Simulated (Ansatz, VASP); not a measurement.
## NaF in VASP and in Ansatz

INCAR

```
PREC = Accurate
ENCUT = 600
EDIFF = 1E-6
ISMEAR = 0
SIGMA = 0.1
LREAL = F
LASPH = T
NELM = 120
ALGO = Normal
ISIF = 2
LWAVE = F
LCHARG = F
GGA = PE
NBANDS = 14
GGA_COMPAT = F
```

KPOINTS

```
Automatic mesh
0
Gamma
  6 6 6
```

Contents of POSCAR:

```
NaF
1.0
    0.0000000000      2.3150000000      2.3150000000
    2.3150000000      0.0000000000      2.3150000000
    2.3150000000      2.3150000000      0.0000000000
Na F
1 1
Direct
    0.0000000000      0.0000000000      0.0000000000
    0.5000000000      0.5000000000      0.5000000000
```

Input for Ansatz:

```yaml
crystal:
  lattice:
    - [0.0, 2.315, 2.315]
    - [2.315, 0.0, 2.315]
    - [2.315, 2.315, 0.0]
  atoms:
    - { symbol: Na, position: [0.0, 0.0, 0.0] }
    - { symbol: F, position: [0.5, 0.5, 0.5] }
basis:
  ecutwfc: 420
kpoints:
  mp_grid: { grid: [6, 6, 6] }
hamiltonian:
  xc: pbe
  pseudopotentials: { kind: paw, azcp: { folder: soft_1 } }
scf:
  occupations: { method: gaussian, width: 0.1 }
output:
  forces: true
  stress: true
  eigenvalues: true
```

Alike in both runs: task single point; functional PBE; k mesh 6 × 6 × 6; occupations gaussian, width 0.1 eV; no spin polarisation.

|  | VASP | Ansatz |
| --- | --- | --- |
| version | VASP 6.6.1 | Ansatz 0.2.0 |
| potentials or method | VASP PAW PBE potentials, release 64 (Na_pv, F), cutoff 600 eV | scalar-relativistic, plane waves, PAW |
| valence electrons in the cell | 14 | 16 |

Ansatz gave:

```
gap on the k mesh at the Fermi level (eV) : 6.33
least direct gap on the mesh (eV)         : 6.33
pressure (GPa)                            : 2.3
```

Task: Estimate VASP's values.

Result: gap on the k mesh at the Fermi level (eV): 6.32; least direct gap on the mesh (eV): 6.32; pressure (GPa): 2.0.

With one functional, cell and mesh, what is left measures potentials, basis and numerics. VASP's potentials hold 14 valence electrons a cell and Ansatz's 16, so a difference there can come from the potentials and not from the codes.
